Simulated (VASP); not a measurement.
## As: single point with PBE

As:

```
CELL_PARAMETERS angstrom
1.91662 1.10656 3.55414
-1.91662 1.10656 3.55414
0.00000 -2.21312 3.55414
ATOMIC_POSITIONS crystal
As 0.22754 0.22754 0.22754
As 0.77246 0.77246 0.77246
```

```
Program                : VASP 6.6.1
Task                   : single point
Functional             : PBE
Potentials or basis    : VASP PAW PBE potentials, release 64 (As)
Cutoff                 : 520 eV
k mesh                 : 11 × 11 × 11
Occupations            : fermi-dirac, width 0.03 eV
Spin                   : no spin polarisation
Dipole correction      : no
Further INCAR settings : ALGO = Normal; EDIFF = 1e-07; NBANDS = 12
```

| Quantity | Value |
| --- | --- |
| Pressure | -0.6 GPa |
| Largest force | 0.097 eV/Å |
| Band gap on the k mesh | zero (bands 5 and 6 overlap by 0.27 eV) |

Forces on the atoms (eV/Å):
```
As   0.000  0.000 -0.097
As   0.000  0.000  0.097
```

Stress tensor (GPa, compression positive):
```
-0.67  0.00  0.00
 0.00 -0.67  0.00
 0.00  0.00 -0.41
```

Levels at points of the mesh, in eV from the Fermi level:
```tsv
k point	band 1	band 2	band 3	band 4	band 5	band 6	band 7	band 8	band 9	band 10
(0.00, 0.00, 0.00)	-14.59	-6.07	-2.36	-1.91	-1.91	1.74	2.84	2.84	6.80	6.80
```

Run time: 64 s on 1 thread of Intel Xeon 8259CL, on a shared host, peak memory 0.22 GiB.
